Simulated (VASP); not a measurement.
## GaP: single point with PBE

The system is GaP.

```
Ga P
1.0
     1.96858    1.13656    6.51544
    -1.96858    1.13656    6.51544
     0.00000   -2.27313    6.51544
Ga P
2 2
Direct
  0.56463 0.56463 0.56463
  0.43537 0.43537 0.43537
  0.94261 0.94261 0.94261
  0.05739 0.05739 0.05739
```

```
Program                : VASP 6.6.1
Task                   : single point
Functional             : PBE
Potentials or basis    : VASP PAW PBE potentials, release 64 (Ga_d, P)
Cutoff                 : 520 eV
k mesh                 : 8 × 8 × 8
Occupations            : fermi-dirac, width 0.05 eV
Spin                   : no spin polarisation
Dipole correction      : no
Further INCAR settings : ALGO = Normal; EDIFF = 1e-06; NBANDS = 26
```

```json
{
 "Pressure": "-2.5 GPa",
 "Largest force": "0.079 eV/Å",
 "Band gap on the k mesh": "0.81 eV (least direct gap 1.02 eV)"
}
```

Forces on the atoms (eV/Å):
```
Ga   0.000  0.000 -0.006
Ga   0.000  0.000  0.006
P    0.000  0.000  0.079
P    0.000  0.000 -0.079
```

Stress tensor (GPa, compression positive):
```
-2.41  0.00  0.00
 0.00 -2.41  0.00
 0.00  0.00 -2.79
```

Levels at points of the mesh, in eV from the valence-band top:
```csv
k point,band 15,band 16,band 17,band 18,band 19,band 20,band 21,band 22
"(0.00, 0.00, 0.00)",-1.72,-0.28,0.00,0.00,1.10,1.17,2.72,3.66
"(0.50, 0.00, 0.00)",-4.27,-2.70,-2.54,-1.64,1.65,2.73,3.51,4.46
"(0.50, 0.50, 0.00)",-3.64,-2.95,-1.15,-0.46,0.81,1.48,1.58,4.02
"(0.50, 0.50, 0.50)",-1.63,-1.63,-0.23,-0.23,1.03,2.24,3.85,3.85
```

Run time: 3.2 min on 1 thread of Intel(R) Xeon(R) 6975P-C (Granite Rapids), on a shared host, peak memory 0.45 GiB.

A k mesh can miss the band edges.
